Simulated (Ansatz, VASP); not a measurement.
**Si3C in VASP and in Ansatz**

Contents of INCAR:

```
SYSTEM = Si3C
ALGO = Normal
EDIFF = 1E-6
EDIFFG = -0.04
ENCUT = 600
GGA = PE
IBRION = 2
ISIF = 3
ISMEAR = 0
LASPH = .TRUE.
LCHARG = .FALSE.
LREAL = .FALSE.
LWAVE = .FALSE.
NELM = 60
NSW = 90
PREC = Accurate
SIGMA = 0.1
```

The input KPOINTS:

```
k-points
0
G
  6 6 4
  0 0 0
```

Contents of POSCAR:

```
Si3C
1.0
    2.6517100144      0.0000000000      0.0000000000
    0.0000000000      2.6517100144      0.0000000000
    0.0000000000      0.0000000000      7.0824831493
Si C
3 1
Direct
    0.5000000000      0.5000000000      0.1687044297
    0.0000000000      0.0000000000      0.5000000000
    0.5000000000      0.5000000000      0.8312955703
    0.0000000000      0.0000000000      0.0000000000
```

Input for Ansatz:

```yaml
crystal:
  lattice:
    - [2.6517100144, 0.0, 0.0]
    - [0.0, 2.6517100144, 0.0]
    - [0.0, 0.0, 7.0824831493]
  atoms:
    - { symbol: Si, position: [0.5, 0.5, 0.1687044297] }
    - { symbol: Si, position: [0.0, 0.0, 0.5] }
    - { symbol: Si, position: [0.5, 0.5, 0.8312955703] }
    - { symbol: C, position: [0.0, 0.0, 0.0] }
basis:
  ecutwfc: 420
kpoints:
  mp_grid: { grid: [6, 6, 4] }
hamiltonian:
  xc: pbe
scf:
  occupations: { method: gaussian, width: 0.1 }
  lower_state_search: "off"
output:
  forces: true
  stress: true
  eigenvalues: true
relax:
  adjacent_minimum: "off"
  f_tol: 0.04
  max_steps: 70
  cell: { stress_tol: 0.4 }
```

Alike in both runs: task relaxation of cell and atoms; functional PBE; k mesh 6 × 6 × 4; occupations gaussian, width 0.1 eV; no spin polarisation.

|  | VASP | Ansatz |
| --- | --- | --- |
| version | VASP 6.6.1 | Ansatz 0.2.0 |
| potentials or method | VASP PAW PBE potentials, release 64 (Si, C), cutoff 600 eV | scalar-relativistic, plane waves, PAW |
| valence electrons in the cell | 16 | 16 |

```csv
,VASP,Ansatz,Ansatz less VASP
"gap on the k mesh at the Fermi level, each at its own relaxed structure (eV)",none,none,-
relaxed volume (Å³/atom),12.48,12.49,+0.009
relaxed length of the cell vector where the two differ most in proportion (Å),7.102,7.107,+0.0044
```

A gap of «none» marks a metal or a gap that the smearing closes.

The k mesh is coarse, so the values compare programs but aren't converged. Noted on VASP's run: too few bands were computed for a metal, which touches its energy and stress.
